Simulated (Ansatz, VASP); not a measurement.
One calculation of W, two programs

File INCAR:

```
  PREC = Accurate
  ENCUT = 600
  EDIFF = 1E-6
  ISMEAR = 0
  SIGMA = 0.1
  LREAL = F
  LASPH = T
  NELM = 80
  ALGO = Normal
  ISIF = 3
  LWAVE = F
  LCHARG = F
  GGA = PE
  IBRION = 2
  NSW = 80
  EDIFFG = -0.01
```

The input KPOINTS:

```
Automatic mesh
0
Gamma
  18 18 18
```

POSCAR

```
W
1.0
   -1.5929348897      1.5929348897      1.5929348897
    1.5929348897     -1.5929348897      1.5929348897
    1.5929348897      1.5929348897     -1.5929348897
W
1
Direct
    0.0000000000      0.0000000000      0.0000000000
```

Input for Ansatz:

```yaml
crystal:
  lattice:
    - [-1.5929348897, 1.5929348897, 1.5929348897]
    - [1.5929348897, -1.5929348897, 1.5929348897]
    - [1.5929348897, 1.5929348897, -1.5929348897]
  atoms:
    - { symbol: W, position: [0.0, 0.0, 0.0] }
basis:
  ecutwfc: 420
kpoints:
  mp_grid: { grid: [18, 18, 18] }
hamiltonian:
  xc: pbe
scf:
  occupations: { method: gaussian, width: 0.1 }
output:
  forces: true
  stress: true
  eigenvalues: true
relax:
  adjacent_minimum: "off"
  f_tol: 0.01
  max_steps: 60
  cell: { stress_tol: 0.1 }
```

Alike in both runs: task relaxation of cell and atoms; functional PBE; k mesh 18 × 18 × 18; occupations gaussian, width 0.1 eV; no spin polarisation.

|  | VASP | Ansatz |
| --- | --- | --- |
| version | VASP 6.6.1 | Ansatz 0.2.0 |
| potentials or method | VASP PAW PBE potentials, release 64 (W_sv), cutoff 600 eV | scalar-relativistic, plane waves, PAW |
| valence electrons in the cell | 14 | 14 |

```csv
,VASP,Ansatz,Ansatz less VASP
"gap on the k mesh at the Fermi level, each at its own relaxed structure (eV)",none,none,-
relaxed volume (Å³/atom),16.16,16.13,-0.028
relaxed cell length with the largest relative difference (Å),2.759,2.757,-0.0016
```

A gap of «none» marks a metal or a gap that the smearing closes.

Spin-orbit coupling is off throughout.
